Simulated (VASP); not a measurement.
# ZnS (P6_3mc) in VASP: a series of runs

Runs on ZnS. Level: PBEsol. Tasks: relaxation of cell and atoms.

All numbers are computed with VASP 6.6.1; they aren't measurements. Logs are shortened: lines on timing, memory, paths and dates and some standing lists are left out, and cuts for length are marked.

## (1) The cell of the first run

Symmetry: P6_3mc, No. 186, hexagonal system. The conventional cell has a = 3.782 Å, b = 3.782 Å, c = 6.209 Å, α = 90.00°, β = 90.00°, γ = 120.00°. Within 3.1 Å of Zn (site symmetry 3m) lie 4 S at 2.32 Å. Within 3.1 Å of S (site symmetry 3m) lie 4 Zn at 2.32 Å.

## (2) Relaxation of cell and atoms, PBEsol, target pressure 4 GPa, at which the enthalpy is minimised

INCAR reads:

```
PREC = Accurate
ENCUT = 600
EDIFF = 1E-7
ISMEAR = 0
SIGMA = 0.01
LREAL = False
LASPH = True
NELM = 100
ALGO = Normal
ISIF = 3
LWAVE = False
LCHARG = False
GGA = PS
IBRION = 2
NSW = 100
EDIFFG = -0.002
PSTRESS = 40.0
```

KPOINTS reads:

```
Automatic mesh
0
Gamma
  6 6 4
```

POSCAR reads:

```
ZnS
1.0
    3.7815781040      0.0000000000      0.0000000000
   -1.8907890520      3.2749427044      0.0000000000
    0.0000000000      0.0000000000      6.2089610126
Zn S
2 2
Direct
    0.3333333333      0.6666666667      0.0054423634
    0.6666666667      0.3333333333      0.5054423634
    0.3333333333      0.6666666667      0.3795576366
    0.6666666667      0.3333333333      0.8795576366
```

Potentials or basis: VASP PAW PBE potentials, release 64 (Zn, S).

The run is started by

```bash
$ cat potpaw_PBE.64/Zn/POTCAR potpaw_PBE.64/S/POTCAR > POTCAR
$ mpirun -np 1 vasp_std > vasp.out
```

OUTCAR:

```text
PREC = Accurate
   ENCUT = 600
   EDIFF = 1E-7
   ISMEAR = 0
   LREAL = False
   LASPH = True
   NELM = 100
   ISIF = 3
   GGA = PS
   IBRION = 2
   NSW = 100
   EDIFFG = -0.002
   PSTRESS = 40.0

 ion  position               nearest neighbor table
   1  0.333  0.667  0.005-   4 2.32   4 2.32   4 2.32   3 2.32
   2  0.667  0.333  0.505-   3 2.32   3 2.32   3 2.32   4 2.32
   3  0.333  0.667  0.380-   2 2.32   2 2.32   2 2.32   1 2.32
   4  0.667  0.333  0.880-   1 2.32   1 2.32   1 2.32   2 2.32

  LATTYP: Found a hexagonal cell.
 ALAT       =     3.7815781040
 C/A-ratio  =     1.6418968065

  Lattice vectors:

 A1 = (   3.7815781040,   0.0000000000,   0.0000000000)
 A2 = (  -1.8907890520,   3.2749427044,   0.0000000000)
 A3 = (   0.0000000000,   0.0000000000,   6.2089610126)

Analysis of symmetry for initial positions (statically):
=====================================================================
 Subroutine PRICEL returns:
 Original cell was already a primitive cell.

 Routine SETGRP: Setting up the symmetry group for a
 hexagonal supercell.

 Subroutine GETGRP returns: Found 12 space group operations
 (whereof  6 operations were pure point group operations)
 out of a pool of 24 trial point group operations.

The static configuration has the point symmetry C_3v.
 The point group associated with its full space group is C_6v.

Analysis of symmetry for dynamics (positions and initial velocities):
=====================================================================
 Subroutine PRICEL returns:
 Original cell was already a primitive cell.

 Routine SETGRP: Setting up the symmetry group for a
 hexagonal supercell.

 Subroutine GETGRP returns: Found 12 space group operations
 (whereof  6 operations were pure point group operations)
 out of a pool of 24 trial point group operations.

The dynamic configuration has the point symmetry C_3v.
 The point group associated with its full space group is C_6v.

 Subroutine INISYM returns: Found 12 space group operations
 (whereof  6 operations are pure point group operations),
 and found     1 'primitive' translations

----------------------------------------------------------------------------------------

                                     Primitive cell

  volume of cell :      76.8946

  direct lattice vectors                    reciprocal lattice vectors
     3.781578104  0.000000000  0.000000000     0.264439864  0.152674427  0.000000000
    -1.890789052  3.274942704  0.000000000     0.000000000  0.305348853  0.000000000
     0.000000000  0.000000000  6.208961013     0.000000000  0.000000000  0.161057542

  length of vectors
     3.781578104  3.781578104  6.208961013     0.305348853  0.305348853  0.161057542

  position of ions in fractional coordinates (direct lattice)
     0.333333333  0.666666667  0.005442363
     0.666666667  0.333333333  0.505442363
     0.333333333  0.666666667  0.379557637
     0.666666667  0.333333333  0.879557637

  ion indices of the primitive-cell ions
   primitive index   ion index
                 1           1
                 2           2
                 3           3
                 4           4

----------------------------------------------------------------------------------------

 KPOINTS: Automatic mesh

Automatic generation of k-mesh.
 Grid dimensions read from file:
 generate k-points for:    6    6    4

 Generating k-lattice:

  Cartesian coordinates                     Fractional coordinates (reciprocal lattice)
     0.044073311  0.025445738  0.000000000     0.166666667  0.000000000  0.000000000
     0.000000000  0.050891476  0.000000000     0.000000000  0.166666667  0.000000000
     0.000000000  0.000000000  0.040264386     0.000000000  0.000000000  0.250000000

  Length of vectors
     0.050891476  0.050891476  0.040264386

  Shift w.r.t. Gamma in fractional coordinates (k-lattice)
     0.000000000  0.000000000  0.000000000

 Subroutine IBZKPT returns following result:
 ===========================================

 Found     21 irreducible k-points:

 Following reciprocal coordinates:
            Coordinates               Weight
  0.000000  0.000000  0.000000      1.000000
  0.166667  0.000000  0.000000      6.000000
  0.333333 -0.000000  0.000000      6.000000
  0.500000  0.000000  0.000000      3.000000
  0.166667  0.166667  0.000000      6.000000
  0.333333  0.166667  0.000000     12.000000
[... 13 lines left out ...]
  0.333333  0.166667  0.500000     12.000000
  0.333333  0.333333  0.500000      2.000000
   k-points           NKPTS =     21   k-points in BZ     NKDIM =     21   number of bands    NBANDS=     22
   number of dos      NEDOS =    301   number of ions     NIONS =      4
   total plane-waves  NPLWV =  45000
   dimension x,y,z NGX =    30 NGY =   30 NGZ =   50
   dimension x,y,z NGXF=    60 NGYF=   60 NGZF=  100
   ions per type =               2   2
   NGX,Y,Z   is equivalent  to a cutoff of  13.19, 13.19, 13.39 a.u.
   NGXF,Y,Z  is equivalent  to a cutoff of  26.38, 26.38, 26.78 a.u.
 SYSTEM =  unknown system
   PREC   = accura    normal or accurate (medium, high low for compatibility)
   ISTART =      0    job   : 0-new  1-cont  2-samecut
   ICHARG =      2    charge: 1-file 2-atom 10-const
   ISPIN  =      1    spin polarized calculation?
   LNONCOLLINEAR =      F non collinear calculations
   LSORBIT =      F    spin-orbit coupling
   LASPH  =      T    aspherical Exc in radial PAW
   ENCUT  =  600.0 eV  44.10 Ry    6.64 a.u.   7.55  7.55 12.40*2*pi/ulx,y,z
   NELM   =    100;   NELMIN=  2; NELMDL= -5     # of ELM steps
   EDIFF  = 0.1E-06   stopping-criterion for ELM
   LREAL  =      F    real-space projection
   EDIFFG = -.2E-02   stopping-criterion for IOM
   NSW    =    100    number of steps for IOM
   IBRION =      2    ionic relax: 0-MD 1-quasi-New 2-CG
   NFREE  =      1    steps in history (QN), initial steepest desc. (CG)
   ISIF   =      3    stress and relaxation
   ISYM   =      2    0-nonsym 1-usesym 2-fastsym
   POTIM  = 0.5000    time-step for ionic-motion
   TEBEG  =    0.0;   TEEND  =   0.0 temperature during run
   PSTRESS=   40.0 pullay stress
   NELECT =      36.0000    total number of electrons
   NUPDOWN=      -1.0000    fix difference up-down
   EMIN   =  10.00;   EMAX   =-10.00  energy-range for DOS
   EFERMI =   0.00;   METHOD = LEGACY
   ISMEAR =     0;   SIGMA  =   0.01  broadening in eV -4-tet -1-fermi 0-gaus
   EFERMI_NEDOS =   21; number of points for ismear=-14 and -15
   IALGO  =     38    algorithm
   IMIX   =      4    mixing-type and parameters
     AMIX     =   0.40;   BMIX     =  1.00
     AMIX_MAG =   1.60;   BMIX_MAG =  1.00
  volume/ion in A,a.u.               =      19.22       129.73
  Fermi-wavevector in a.u.,A,eV,Ry     =   1.271190  2.402201 21.985977  1.615924
  Thomas-Fermi vector in A             =   2.404136
   LORBIT       =      0    0 simple, 1 ext, 2 COOP (PROOUT), +10 PAW based schemes
   GGA     = PS    functional components
   LHFCALC =     F    Hartree Fock is set to
   AEXX    =    0.0000 exact exchange contribution
   IVDW    =     0    specifies the selected vdW correction
   LEPSILON=     F    determine dielectric tensor
   LRPA    =     F    only Hartree local field effects (RPA)
 conjugate gradient relaxation of ions
 non-spin polarized calculation
 Gauss-broadening in eV      SIGMA  =   0.01
  energy-cutoff  :      600.00
  volume of cell :       76.89
 maximum number of plane-waves:      2583
   NGX = 15   NGY = 15   NGZ = 25

--------------------------------------- Ionic step        1  -------------------------------------------

 number of electron      35.9999993 magnetization

 Free energy of the ion-electron system (eV)
  ---------------------------------------------------
  ext. energy  EPLUGINS =         0.00000000
  ---------------------------------------------------
  free energy    TOTEN  =       -15.16389535 eV

  energy without entropy =      -15.16389535  energy(sigma->0) =      -15.16389535

 E-fermi :   2.3477     XC(G=0):  -9.9638

 val. band max:        2.2808249857   @ k =   0.0000   0.0000   0.0000
 cond. band min:       4.4411983671   @ k =   0.0000   0.0000   0.0000
 fundamental gap:      2.1603733815
 Fermi energy:         2.3477483429

 k-point     1 :       0.0000    0.0000    0.0000
  band No.  band energies     occupation
      1     -11.0876      2.00000
      2     -10.0913      2.00000
      3      -4.2104      2.00000
      4      -4.1936      2.00000
      5      -4.1936      2.00000
      6      -4.1079      2.00000
[... 625 lines left out ...]
  FREE ENERGIE OF THE ION-ELECTRON SYSTEM (eV)
  ---------------------------------------------------
  free  energy   TOTEN  =       -15.1226136630 eV

  energy  without entropy=      -15.1226136630  energy(sigma->0) =      -15.12261366

  enthalpy is  TOTEN    =       -13.2841341522 eV   P V=        1.8384795108

[... ionic steps 4 to 8 ...]

--------------------------------------- Ionic step        9  -------------------------------------------

 number of electron      35.9999985 magnetization

------------------------ aborting loop because EDIFF is reached ----------------------------------------

  FORCE on cell =-STRESS in cart. coord.  units (eV):
  Direction    XX          YY          ZZ          XY          YZ          ZX
  --------------------------------------------------------------------------------------
  -------------------------------------------------------------------------------------
  Total        1.8489596      1.8489596      1.8575945      0.0000000     -0.0000000      0.0000000
  in kB       40.2344803     40.2344803     40.4223802      0.0000000     -0.0000000      0.0000000
  external PRESSURE =       0.2971136 kB  Pullay stress =      40.0000000 kB
[... 65 lines left out ...]
  enthalpy is  TOTEN    =       -13.2841730285 eV   P V=        1.8390326677

--------------------------------------- Ionic step       11  -------------------------------------------

 number of electron      35.9999985 magnetization

 Free energy of the ion-electron system (eV)
  ---------------------------------------------------
  ext. energy  EPLUGINS =         0.00000000
  ---------------------------------------------------
  free energy    TOTEN  =       -15.12284107 eV

  energy without entropy =      -15.12284107  energy(sigma->0) =      -15.12284107

 E-fermi :   2.7768     XC(G=0): -10.1698

 val. band max:        2.7099677680   @ k =   0.0000   0.0000   0.0000
 cond. band min:       5.0634126634   @ k =   0.0000   0.0000   0.0000
 fundamental gap:      2.3534448954
 Fermi energy:         2.7768278039

 k-point     1 :       0.0000    0.0000    0.0000
  band No.  band energies     occupation
      1     -10.9870      2.00000
      2      -9.9065      2.00000
      3      -3.9854      2.00000
      4      -3.9625      2.00000
      5      -3.9625      2.00000
      6      -3.8691      2.00000
[... 545 lines left out ...]
  FREE ENERGIE OF THE ION-ELECTRON SYSTEM (eV)
  ---------------------------------------------------
  free  energy   TOTEN  =       -15.1228410668 eV

  energy  without entropy=      -15.1228410668  energy(sigma->0) =      -15.12284107

  enthalpy is  TOTEN    =       -13.2841762859 eV   P V=        1.8386647809

 reached required accuracy - stopping structural energy minimisation
```

It took 4 min on 1 thread of Intel Xeon Platinum 8259CL at 2.50GHz (Skylake/Cascade Lake), shared host; peak memory 0.22 GiB.

Results:

```yaml
Free_energy: -15.1228 eV
Relaxed_volume: 18.41 Å³/atom
Relaxed_cell: a = 3.726 Å, b = 3.726 Å, c = 6.124 Å, α = 90.00°, β = 90.00°, γ = 120.00°
Space_group_after_relaxing_to_0.1_Å: P6_3mc (No. 186)
Energy_change_on_relaxing_the_run_minimises_the_enthalpy: +10.3 meV/atom
Ionic_steps: 11
Pressure_after_relaxing: 4.0 GPa
Band_gap_on_the_k_mesh: 2.35 eV
```

The path:
| step | energy change (eV) | largest force (eV/Å) | pressure (GPa) | volume (Å³) |
| --- | --- | --- | --- | --- |
| 1 | 0.0000 | 0.0024 | 0.20 | 76.89 |
| 2 | 0.0960 | 0.0137 | 6.36 | 71.93 |
| 3 | 0.0413 | 0.0097 | 4.00 | 73.64 |
| 4 | 0.0429 | 0.0099 | 4.07 | 73.58 |
| 5 | 0.0408 | 0.0061 | 3.97 | 73.66 |
| 6 | 0.0409 | 0.0064 | 3.97 | 73.65 |
| 7 | 0.0412 | 0.0040 | 4.01 | 73.64 |
| 8 | 0.0413 | 0.0031 | 4.01 | 73.64 |
| 9 | 0.0415 | 0.0010 | 4.03 | 73.63 |
| 10 | 0.0407 | 0.0005 | 3.97 | 73.66 |
| 11 | 0.0411 | 0.0001 | 3.99 | 73.65 |

Final structure:
```
Zn S
1.0
     3.72632    0.00000    0.00000
    -1.86316    3.22709    0.00000
     0.00000    0.00000    6.12437
Zn S
2 2
Cartesian
  0.0000 2.1514 0.0349
  1.8632 1.0757 3.0971
  0.0000 2.1514 2.3230
  1.8632 1.0757 5.3851
```

Levels at points of the mesh, in eV from the valence-band top:
```
           k point  band 15  band 16  band 17  band 18  band 19  band 20  band 21  band 22
(0.00, 0.00, 0.00)    -1.00    -0.11     0.00     0.00     2.35     3.11     6.17     6.17
(0.50, 0.00, 0.00)    -3.65    -2.51    -1.94    -0.99     3.47     4.30     4.91     6.76
(0.00, 0.00, 0.50)    -0.53    -0.53    -0.53    -0.53     3.63     3.63     6.65     6.65
(0.50, 0.00, 0.50)    -1.84    -1.84    -1.81    -1.81     3.40     3.40     5.06     5.06
```

Caveat: the cell is relaxed towards a set pressure, so the run minimises the enthalpy, not the energy; the PAW data sets were made with another functional, which shifts forces and pressure a little.

## (3) Relaxation of cell and atoms, PBEsol, target pressure 7 GPa, at which the enthalpy is minimised

INCAR reads:

```
PREC = Accurate ; ENCUT = 600
EDIFF = 1E-7 ; ISMEAR = 0
SIGMA = 0.01 ; LREAL = F
LASPH = T ; NELM = 100
ALGO = Normal ; ISIF = 3
LWAVE = F ; LCHARG = F
GGA = PS ; IBRION = 2
NSW = 100 ; EDIFFG = -0.002
PSTRESS = 70.0
```

KPOINTS is that of step 2.

POSCAR is that of step 2.

Potentials or basis: VASP PAW PBE potentials, release 64 (Zn, S).

The run is started by

```bash
$ cat potpaw_PBE.64/Zn/POTCAR potpaw_PBE.64/S/POTCAR > POTCAR
$ mpirun -np 1 vasp_std > vasp.out
```

Wall time 4.6 min (1 thread of Intel Xeon Platinum 8259CL at 2.50GHz (Skylake/Cascade Lake), shared host); peak memory 0.22 GiB.

The run converged. Its results:

| Quantity | Value |
| --- | --- |
| Free energy | -15.0500 eV |
| Relaxed volume | 17.88 Å³/atom |
| Relaxed cell | a = 3.688 Å, b = 3.688 Å, c = 6.071 Å, α = 90.00°, β = 90.00°, γ = 120.00° |
| Space group after relaxing (to 0.1 Å) | P6_3mc (No. 186) |
| Energy change on relaxing (the run minimises the enthalpy) | +28.5 meV/atom |
| Ionic steps | 10 |
| Pressure after relaxing | 7.0 GPa |
| Band gap on the k mesh | 2.48 eV |

Step by step:
```
step  energy change (eV)  largest force (eV/Å)  pressure (GPa)  volume (Å³)
   1              0.0000                0.0024            0.20        76.89
   2              0.3164                0.0302           12.65        68.17
   3              0.1131                0.0180            6.97        71.52
   4              0.1177                0.0183            7.13        71.42
   5              0.1116                0.0123            6.90        71.56
   6              0.1122                0.0128            6.94        71.54
   7              0.1119                0.0126            6.92        71.55
   8              0.1127                0.0070            6.95        71.53
   9              0.1137                0.0004            6.99        71.51
  10              0.1139                0.0009            7.00        71.50
```

Final structure:
```
Zn S
1.0
     3.68785    0.00000    0.00000
    -1.84392    3.19377    0.00000
     0.00000    0.00000    6.07062
Zn S
2 2
Direct
  0.33333 0.66667 0.00597
  0.66667 0.33333 0.50597
  0.33333 0.66667 0.37903
  0.66667 0.33333 0.87903
```

Levels at points of the mesh, in eV from the valence-band top:
| k point | band 16 | band 17 | band 18 | band 19 | band 20 | band 21 |
| --- | --- | --- | --- | --- | --- | --- |
| (0.00, 0.00, 0.00) | -0.12 | 0.00 | 0.00 | 2.49 | 3.17 | 6.14 |
| (0.50, 0.00, 0.00) | -2.63 | -2.05 | -1.04 | 3.43 | 4.36 | 4.87 |
| (0.00, 0.00, 0.50) | -0.55 | -0.55 | -0.55 | 3.71 | 3.71 | 6.63 |
| (0.50, 0.00, 0.50) | -1.93 | -1.90 | -1.90 | 3.38 | 3.38 | 5.03 |

Caveat: the cell is relaxed towards a set pressure, so the run minimises the enthalpy, not the energy; the PAW data sets were made with another functional, which shifts forces and pressure a little.

(Part 1 of 2 ends here.)
